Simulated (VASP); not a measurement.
Cd4Te5, 9 atoms in the cell. The cell holds a slab with vacuum, 9 atoms: a = 4.589 Å, b = 4.589 Å, c = 27.979 Å, α = 90.00°, β = 90.00°, γ = 90.00°. 

| Quantity | Value |
| --- | --- |
| Program | VASP 6.6.1 |
| Task | single point |
| Functional | PBEsol |
| Potentials or basis | VASP PAW PBE potentials, release 64 (Te, Cd) |
| Cutoff | 520 eV |
| k mesh | 6 × 6 × 1 |
| Occupations | gaussian, width 0.05 eV |
| Spin | no spin polarisation |
| Dipole correction | yes |
| Further INCAR settings | ALGO = Normal; EDIFF = 1e-06; NBANDS = 49 |

Potentials or basis: VASP PAW PBE potentials, release 64 (Te, Cd).

Command:

```console
$ cat potpaw_PBE.64/Te/POTCAR potpaw_PBE.64/Cd/POTCAR > POTCAR
$ mpirun -np 1 vasp_std > vasp.out
```

Hardware: 1 thread of Intel Xeon 8259CL, with other jobs on the host.

Task: Estimate the wall time of this run.

Result: Wall time 13 min on 1 thread of Intel Xeon 8259CL, on a shared host, peak memory 0.69 GiB. Counts: scf iterations 21, k points 10.
